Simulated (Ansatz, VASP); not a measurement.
# One calculation of CsCl, two programs

```
Cs Cl
1.0
     4.06533    0.00000    0.00000
     0.00000    4.06533    0.00000
     0.00000    0.00000    4.06533
Cs Cl
1 1
Direct
  0.00000 0.00000 0.00000
  0.50000 0.50000 0.50000
```

Alike in both runs: functional PBEsol; k mesh 6 × 6 × 6; no spin polarisation.

Ansatz relaxed the structure, and its values are those at the end. VASP's run is a single point on that final structure, the one shown.

|  | VASP | Ansatz |
| --- | --- | --- |
| version | VASP 6.6.1 | Ansatz 0.2.0 |
| potentials or method | VASP PAW PBE potentials, release 64 (Cs_sv, Cl), cutoff 500 eV | PAW with Ansatz's default frozen-core files, scalar-relativistic |
| occupations | gaussian, width 0.01 eV | fixed |
| valence electrons in the cell | 16 | 16 |

```tsv
	VASP	Ansatz	Ansatz less VASP
pressure (GPa)	0.1	0.0	-0.04
```

VASP's potentials were made for PBE, not for PBEsol.

Neither program's run includes spin-orbit coupling.
